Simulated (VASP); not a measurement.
A run of VASP 6.6.1:

The input POSCAR:

```
La
1.0
   -2.1095767407      2.1095767407      2.1095767407
    2.1095767407     -2.1095767407      2.1095767407
    2.1095767407      2.1095767407     -2.1095767407
La
1
Direct
    0.0000000000      0.0000000000      0.0000000000
```

Contents of INCAR.step1:

```
SYSTEM = La
PREC     = Accurate       ! precision mode
ENCUT    = 520            ! plane-wave cutoff, eV
ISMEAR   = -1             ! smearing method
SIGMA    = 0.1            ! smearing width, eV
LREAL    = .FALSE.        ! projectors in reciprocal space
LASPH    = .TRUE.         ! aspherical terms in the spheres
NELM     = 100            ! most SCF steps
NBANDS   = 12             ! bands
GGA      = PE             ! functional
ALGO     = Normal         ! electronic algorithm
EDIFF    = 1E-4           ! SCF threshold, eV
LWAVE    = .TRUE.         ! write WAVECAR
LCHARG   = .FALSE.        ! write CHGCAR
```

Contents of INCAR.step2:

```
SYSTEM = La
PREC     = Accurate       ! precision mode
ENCUT    = 520            ! plane-wave cutoff, eV
EDIFF    = 1E-7           ! SCF threshold, eV
ISMEAR   = -1             ! smearing method
SIGMA    = 0.1            ! smearing width, eV
LREAL    = .FALSE.        ! projectors in reciprocal space
LASPH    = .TRUE.         ! aspherical terms in the spheres
NELM     = 100            ! most SCF steps
ALGO     = Normal         ! electronic algorithm
ISIF     = 2              ! what is computed and relaxed
LWAVE    = .FALSE.        ! write WAVECAR
LCHARG   = .FALSE.        ! write CHGCAR
METAGGA  = R2SCAN         ! meta-GGA
LMIXTAU  = .TRUE.       
NBANDS   = 12             ! bands
ISTART   = 1
```

Contents of KPOINTS:

```
Automatic mesh
0
G
  8 8 8
  0 0 0
```

Potentials or basis: VASP PAW PBE potentials, release 64 (La).

Command:

```sh
$ cat potpaw_PBE.64/La/POTCAR > POTCAR
$ cp INCAR.step1 INCAR
$ mpirun -np 1 vasp_std > vasp.out
$ cp INCAR.step2 INCAR
$ mpirun -np 1 vasp_std > vasp.out
```

Hardware: 1 thread of Intel(R) Xeon(R) 6975P-C (Granite Rapids), on a shared host.

Task: How long does it take, and how much memory?

Result: It took 31 s on 1 thread of Intel(R) Xeon(R) 6975P-C (Granite Rapids), with other jobs on the host, peak memory 0.18 GiB. Counts: k points 29.
